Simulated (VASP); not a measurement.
Write the native input for VASP 6.6.1 that does the following.

| Property | Result |
| --- | --- |
| Task | single point |
| Functional | PBE |
| Potentials or basis | VASP PAW PBE potentials, release 64 (Si, Sn_d, B) |
| Cutoff | 520 eV |
| k mesh | 10 × 10 × 4 |
| Occupations | gaussian, width 0.1 eV |
| Spin | no spin polarisation |
| Dipole correction | no |
| Further INCAR settings | ALGO = Normal; EDIFF = 1e-06; NBANDS = 24 |

The structure of Si2SnB3 lies in POSCAR:

```
Si2SnB3
1.0
    1.7164486264     -2.9331852213      0.0000000000
    1.7164486264      2.9331852213      0.0000000000
    0.0000000000      0.0000000000      8.2242293611
Si Sn B
2 1 3
Direct
    0.0000000000      0.0000000000      0.2068529290
    0.0000000000      0.0000000000      0.7931470710
    0.5000000000      0.5000000000      0.5000000000
    0.0000000000      0.5000000000      0.0000000000
    0.5000000000      0.0000000000      0.0000000000
    0.5000000000      0.5000000000      0.0000000000
```

The cell was generated, and may not be a known phase.

These files were run (other wordings do the same):

INCAR

```
ALGO     = Normal         # electronic algorithm
EDIFF    = 1E-6           # SCF threshold, eV
ENCUT    = 520            # plane-wave cutoff, eV
GGA      = PE             # functional
ISIF     = 2              # what is computed and relaxed
ISMEAR   = 0              # smearing method
LASPH    = T              # aspherical terms in the spheres
LCHARG   = T              # write CHGCAR
LELF     = T              # ELF
LREAL    = F              # projectors in reciprocal space
LVHAR    = T            
LWAVE    = F              # write WAVECAR
NBANDS   = 24             # bands
NELM     = 80             # most SCF steps
PREC     = Accurate       # precision mode
SIGMA    = 0.1            # smearing width, eV
```

KPOINTS

```
k-points
0
Gamma
  10 10 4
```

Potentials or basis: VASP PAW PBE potentials, release 64 (Si, Sn_d, B).

Launch:

```bash
$ cat potpaw_PBE.64/Si/POTCAR potpaw_PBE.64/Sn_d/POTCAR potpaw_PBE.64/B/POTCAR > POTCAR
$ mpirun -np 1 vasp_std > vasp.out
```

Results of the run:

The pressure is 0.0 GPa. The largest force is 0.008 eV/Å and the band gap on the k mesh is zero (an odd number of electrons rules out a gap without spin polarisation).

Caveat: spin-orbit coupling is left out, which moves the levels of the heavy elements; an odd number of electrons without spin polarisation forces a metal; a magnetic or distorted state may lie lower.

It took 95 s on 1 thread of AMD EPYC 9R45 96-Core Processor (Zen 5) (shared host), peak memory 0.3 GiB.
